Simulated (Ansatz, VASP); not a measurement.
Co in VASP and in Ansatz

The input INCAR:

```
SYSTEM = Co
PREC     = Accurate       ! precision mode
ENCUT    = 520            ! plane-wave cutoff, eV
EDIFF    = 1E-7           ! SCF threshold, eV
ISMEAR   = -1             ! smearing method
SIGMA    = 0.1            ! smearing width, eV
LREAL    = .FALSE.        ! projectors in reciprocal space
LASPH    = .TRUE.         ! aspherical terms in the spheres
NELM     = 80             ! most SCF steps
ALGO     = Normal         ! electronic algorithm
ISIF     = 2              ! what is computed and relaxed
LWAVE    = .FALSE.        ! write WAVECAR
LCHARG   = .FALSE.        ! write CHGCAR
GGA      = PE             ! functional
NBANDS   = 16             ! bands
```

The input KPOINTS:

```
Automatic mesh
0
G
  16 16 9
  0 0 0
```

The input POSCAR:

```
Co
1.0
    2.4583936733      0.0000000000      0.0000000000
   -1.2291968366      2.1290313736      0.0000000000
    0.0000000000      0.0000000000      3.9606917934
Co
2
Direct
    0.3333333333      0.6666666667      0.2500000000
    0.6666666667      0.3333333333      0.7500000000
```

Input for Ansatz:

```yaml
crystal:
  lattice:
    - [2.4583936733, 0.0, 0.0]
    - [-1.2291968366, 2.1290313736, 0.0]
    - [0.0, 0.0, 3.9606917934]
  atoms:
    - { symbol: Co, position: [0.3333333333, 0.6666666667, 0.25] }
    - { symbol: Co, position: [0.6666666667, 0.3333333333, 0.75] }
hamiltonian:
  xc: pbe
  pseudopotentials:
    kind: paw
    azcp:
      Co: "pseudopotentials/Co.paw.azcp"
basis:
  ecutwfc: 420
  fft_grid_basis: typed
kpoints:
  mp_grid: { grid: [16, 16, 9], shift: [0, 0, 0] }
magnetization:
  spin_polarized: false
scf:
  occupations: { method: fermi_dirac, width: 0.1 }
  lower_state_search: "off"
output:
  stress: true
```

Alike in both runs: task single point; functional PBE; k mesh 16 × 16 × 9; occupations fermi-dirac, width 0.1 eV; no spin polarisation.

|  | VASP | Ansatz |
| --- | --- | --- |
| version | VASP 6.6.1 | Ansatz 0.2.0 |
| potentials or method | VASP PAW PBE potentials, release 64 (Co), cutoff 520 eV | plane waves (420 eV) with PAW, scalar-relativistic |
| valence electrons in the cell | 18 | 34 |

```tsv
	VASP	Ansatz	Ansatz less VASP
pressure (GPa)	-0.8	-0.1	+0.76
```

With one functional, cell and mesh, what is left measures potentials, basis and numerics. VASP's potentials hold 18 valence electrons a cell and Ansatz's 34, so a difference there can come from the potentials and not from the codes.
